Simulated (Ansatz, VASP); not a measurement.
**C: VASP beside Ansatz**

The input INCAR:

```
  PREC = Accurate
  ENCUT = 600
  EDIFF = 1E-7
  ISMEAR = 0
  SIGMA = 0.1
  LREAL = F
  LASPH = T
  NELM = 120
  ALGO = Normal
  ISIF = 3
  LWAVE = F
  LCHARG = F
  GGA = CA
  IBRION = 2
  NSW = 100
  EDIFFG = -0.05
  GGA_COMPAT = F
  NELMIN = 4
```

Contents of KPOINTS:

```
regular mesh
0
Gamma
  10 10 10
```

POSCAR

```
C
1.0
    0.0000000000      1.7835000000      1.7835000000
    1.7835000000      0.0000000000      1.7835000000
    1.7835000000      1.7835000000      0.0000000000
C
2
Direct
    0.0000000000      0.0000000000      0.0000000000
    0.2500000000      0.2500000000      0.2500000000
```

Input for Ansatz:

```yaml
crystal:
  lattice:
    - [0.0, 1.7835, 1.7835]
    - [1.7835, 0.0, 1.7835]
    - [1.7835, 1.7835, 0.0]
  atoms:
    - { symbol: C, position: [0.0, 0.0, 0.0] }
    - { symbol: C, position: [0.25, 0.25, 0.25] }
basis:
  ecutwfc: 420
kpoints:
  mp_grid: { grid: [10, 10, 10] }
hamiltonian:
  xc: lda
  pseudopotentials: { kind: paw, azcp: { folder: soft_1 } }
scf:
  occupations: { method: gaussian, width: 0.1 }
output:
  forces: true
  stress: true
  eigenvalues: true
relax:
  adjacent_minimum: "off"
  f_tol: 0.05
  max_steps: 80
  cell: { stress_tol: 0.5 }
```

Alike in both runs: task relaxation of cell and atoms; functional LDA; k mesh 10 × 10 × 10; occupations gaussian, width 0.1 eV; no spin polarisation.

|  | VASP | Ansatz |
| --- | --- | --- |
| version | VASP 6.6.1 | Ansatz 0.2.0 |
| potentials or method | VASP PAW LDA potentials, release 64 (C), cutoff 600 eV | scalar-relativistic, plane waves, PAW |
| valence electrons in the cell | 8 | 8 |

Ansatz gave:

```
gap on the k mesh at the Fermi level, each at its own relaxed structure (eV) : 4.21
relaxed volume (Å³/atom)                                                     : 5.51
relaxed cell length with the largest relative difference (Å)                 : 2.497
```

**Question.** Which values does VASP return?

**Answer.** gap on the k mesh at the Fermi level, each at its own relaxed structure (eV): 4.20; relaxed volume (Å³/atom): 5.52; relaxed cell length with the largest relative difference (Å): 2.499.

Ansatz warns that its potentials were made for another functional, while VASP's fit it. LDA's correlation is that of Perdew and Zunger in VASP and of Perdew and Wang (1992) in Ansatz.
